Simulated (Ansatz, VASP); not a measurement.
Ni in VASP and in Ansatz

```
CELL_PARAMETERS angstrom
0.00000 1.75931 1.75931
1.75931 0.00000 1.75931
1.75931 1.75931 0.00000
ATOMIC_POSITIONS crystal
Ni 0.00000 0.00000 0.00000
```

Alike in both runs: functional PBE; k mesh 21 × 21 × 21; occupations fermi-dirac, width 0.05 eV; collinear spin.

Ansatz relaxed the structure, and its values are those at the end. VASP's run is a single point on that final structure, the one shown.

```csv
,VASP,Ansatz
version,VASP 6.6.1,Ansatz 0.2.0
potentials or method,"VASP PAW PBE potentials, release 64 (Ni)","PAW with Ansatz's default frozen-core files, scalar-relativistic"
plane-wave cutoff (eV),520,420
valence electrons in the cell,10,18
```

|  | VASP | Ansatz | Ansatz less VASP |
| --- | --- | --- | --- |
| pressure (GPa) | -0.1 | 0.0 | +0.10 |
| net moment per atom (μB) | 0.61 | 0.63 | +0.018 |
| size of the moment on the site where the two differ most (μB) | 0.62 | 0.67 | +0.045 |

Site moments also hang on the region over which each program counts them. With one functional, cell and mesh, what is left measures potentials, basis and numerics. VASP's potentials hold 10 valence electrons a cell and Ansatz's 18, so a difference there can come from the potentials and not from the codes.
